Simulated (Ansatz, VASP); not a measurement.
## Ca2BPb: VASP beside Ansatz

```
CELL_PARAMETERS angstrom
4.01117 0.00000 0.00000
-2.00558 3.47377 0.00000
0.00000 0.00000 8.25775
ATOMIC_POSITIONS crystal
Ca 0.33333 0.66667 0.72024
Ca 0.33333 0.66667 0.27976
B 0.66667 0.33333 0.00000
Pb 0.00000 0.00000 0.00000
```

Alike in both runs: functional PBE; k mesh 12 × 12 × 6; occupations gaussian, width 0.1 eV; no spin polarisation.

Ansatz relaxed the structure, and its values are those at the end. VASP's run is a single point on that final structure, the one shown.

|  | VASP | Ansatz |
| --- | --- | --- |
| version | VASP 6.6.1 | Ansatz 0.2.0 |
| potentials or method | VASP PAW PBE potentials, release 64 (Ca_sv, B, Pb_d), cutoff 520 eV | scalar-relativistic, plane waves, PAW |
| valence electrons in the cell | 37 | 37 |

```tsv
	VASP	Ansatz	Ansatz less VASP
gap on the k mesh at the Fermi level (eV)	none	none	-
pressure (GPa)	0.0	0.0	-0.01
rms of the force components (eV/Å)	0.003	0.000	-0.0030
```

A gap of «none» marks a metal or a gap that the smearing closes.

Neither program's run includes spin-orbit coupling.
